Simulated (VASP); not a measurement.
**SnTe: single point with PBE**

The system is SnTe.

```xyz
2
Lattice="0.0000 3.1565 3.1565 3.1565 0.0000 3.1565 3.1565 3.1565 0.0000" Properties=species:S:1:pos:R:3 pbc="T T T"
Sn   -0.2000    0.0000   -0.1000
Te    3.1565    3.1565    3.1565
```

This cell differs from its parent crystal: atom 1 (Sn) moved by (-0.200, -0.100) A along x and z.

```yaml
Program: VASP 6.6.1
Task: single point
Functional: PBE
Potentials_or_basis: VASP PAW PBE potentials, release 64 (Sn_d, Te)
Cutoff: 520 eV
k_mesh: 10 × 10 × 10
Occupations: gaussian, width 0.03 eV
Spin: no spin polarisation
Dipole_correction: no
Further_INCAR_settings: ALGO = Normal; EDIFF = 1e-06; NBANDS = 17
```

```
Pressure               : 2.7 GPa
Largest force          : 0.239 eV/Å
Band gap on the k mesh : 0.27 eV
```

Forces on the atoms (eV/Å):
```
Sn   0.221  0.000  0.091
Te  -0.221  0.000 -0.091
```

Stress tensor (GPa, compression positive):
```
3.43 0.00 0.17
0.00 2.11 0.00
0.17 0.00 2.43
```

Levels at points of the mesh, in eV from the valence-band top:
```
           k point  band 7  band 8  band 9  band 10  band 11  band 12  band 13  band 14
(0.00, 0.00, 0.00)   -4.58   -2.16   -2.02    -2.01     3.10     3.12     3.50     4.84
(0.50, 0.00, 0.00)   -8.25   -1.91   -1.81     0.00     0.27     0.61     0.76     7.77
(0.00, 0.50, 0.00)   -8.15   -1.94   -1.74    -0.25     0.44     0.57     0.69     7.63
(0.50, 0.50, 0.00)   -6.50   -5.34   -3.63    -3.60     2.06     5.11     5.18     6.44
(0.00, 0.50, 0.50)   -6.76   -5.08   -3.64    -3.64     2.22     5.03     5.05     6.53
(0.50, 0.00, 0.50)   -6.38   -5.46   -3.69    -3.53     2.01     5.07     5.27     6.41
```

Run time: 5.8 min on 1 thread of Intel Xeon 8259CL, with other jobs on the host, peak memory 0.44 GiB.

Caveat: the cell differs from its parent crystal (atom 1 (Sn) moved by (-0.200, -0.100) A along x and z); spin-orbit coupling is left out, which moves the levels of the heavy elements. A k mesh can miss the band edges.
